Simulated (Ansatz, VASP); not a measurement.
# TiTe2: VASP and Ansatz over several settings

```
Ti Te
1.0
     3.02557    0.00000    0.00000
     0.00000    3.02557    0.00000
     0.00000    0.00000    9.30163
Ti Te
1 2
Direct
  0.00000 0.00000 0.00000
  0.00000 0.00000 0.29431
  0.00000 0.00000 0.70569
```

Single points on this cell with VASP 6.6.1 and Ansatz 0.2.0. Each row is one pair of runs. Alike in all rows: spin: off; k mesh: 9 × 9 × 3; smearing: fermi-dirac, width 0.05 eV; VASP's potentials, cutoff: VASP PAW LDA potentials, release 64 (Ti_sv, Te), 520 eV; Ansatz's potentials, cutoff: Ansatz PAW, 420 eV.

```csv
level,"gap on the k mesh at the Fermi level (eV), VASP","gap on the k mesh at the Fermi level (eV), Ansatz","pressure (GPa), VASP","pressure (GPa), Ansatz","rms of the force components (eV/Å), VASP","rms of the force components (eV/Å), Ansatz"
LDA,none,none,-1.3,-1.4,0.094,0.099
LDA+U (Ti d U = 2.0 eV),none,none,-0.4,0.1,0.056,0.051
LDA+U (Ti d U = 3.0 eV),none,none,0.1,1.3,0.035,0.005
LDA+U (Ti d U = 4.0 eV),none,none,0.7,3.4,0.014,0.083
LDA+U (Ti d U = 5.0 eV),?,none,?,4.8,?,0.161
LDA+U (Ti d U = 6.0 eV),none,none,1.9,6.2,0.034,0.266
LDA+U (Ti d U = 8.0 eV),none,none,3.9,8.3,0.202,0.447
```

Fill in what VASP gave in row 5.

gap on the k mesh at the Fermi level (eV): none; pressure (GPa): 1.3; rms of the force components (eV/Å): 0.007.

VASP's potentials hold 24 valence electrons a cell and Ansatz's 44, so a difference there can come from the potentials and not from the codes.

A gap of «none» marks a metal or a gap that the smearing closes.

Spin-orbit coupling is off throughout.
